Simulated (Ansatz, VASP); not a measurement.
# Two plane-wave programs on SiC4

```
Si C
1.0
    -2.07821    2.07821    2.83940
     2.07821   -2.07821    2.83940
     2.07821    2.07821   -2.83940
Si C
1 4
Direct
  0.00000 0.00000 0.00000
  0.67695 0.67695 0.35389
  0.32305 0.32305 0.64611
  0.67695 0.32305 0.00000
  0.32305 0.67695 0.00000
```

Alike in both runs: task single point; functional PBE; k mesh 6 × 6 × 6; occupations gaussian, width 0.1 eV; collinear spin.

|  | VASP | Ansatz |
| --- | --- | --- |
| version | VASP 6.6.1 | Ansatz 0.2.0 |
| potentials or method | VASP PAW PBE potentials, release 64 (Si, C), cutoff 520 eV | scalar-relativistic, plane waves, PAW |
| valence electrons in the cell | 20 | 20 |

Ansatz gave:

* gap on the k mesh at the Fermi level (eV): none
* pressure (GPa): 0.0
* traceless stress, the component that is largest in VASP (GPa): 0.23
* rms of the force components (eV/Å): 0.001
* net moment per atom (μB): 0.00

Q: Estimate VASP's values.

A: gap on the k mesh at the Fermi level (eV): none; pressure (GPa): 0.3; traceless stress, the component that is largest in VASP (GPa): -0.06; rms of the force components (eV/Å): 0.048; net moment per atom (μB): 0.00.

Atom by atom the forces differ by 0.049 eV/Å (rms over components). A gap of «none» marks a metal or a gap that the smearing closes. Ansatz's warnings: seeded moment not kept.
